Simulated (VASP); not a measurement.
Li, 16 atoms in the cell. The cell holds a slab with vacuum, 16 atoms: a = 6.865 Å, b = 6.865 Å, c = 21.149 Å, α = 90.00°, β = 90.00°, γ = 90.00°. 

```yaml
Program: VASP 6.6.1
Task: single point
Functional: PBE
Potentials_or_basis: VASP PAW PBE potentials, release 64 (Li_sv)
Cutoff: 650 eV
k_mesh: 3 × 3 × 1
Occupations: gaussian, width 0.1 eV
Spin: no spin polarisation
Dipole_correction: yes
Further_INCAR_settings: ALGO = Normal; EDIFF = 1e-06; NBANDS = 38; NELMDL = -8
```

Potentials or basis: VASP PAW PBE potentials, release 64 (Li_sv).

Run with:

```sh
$ cat potpaw_PBE.64/Li_sv/POTCAR > POTCAR
$ mpirun -np 1 vasp_std > vasp.out
```

Hardware: 1 thread of Intel Xeon 6975P-C (shared host).

**Question.** Estimate the wall time of this run.

**Answer.** Run time: 9.2 min on 1 thread of Intel Xeon 6975P-C (shared host), peak memory 1 GiB. Counts: scf iterations 26, k points 3.
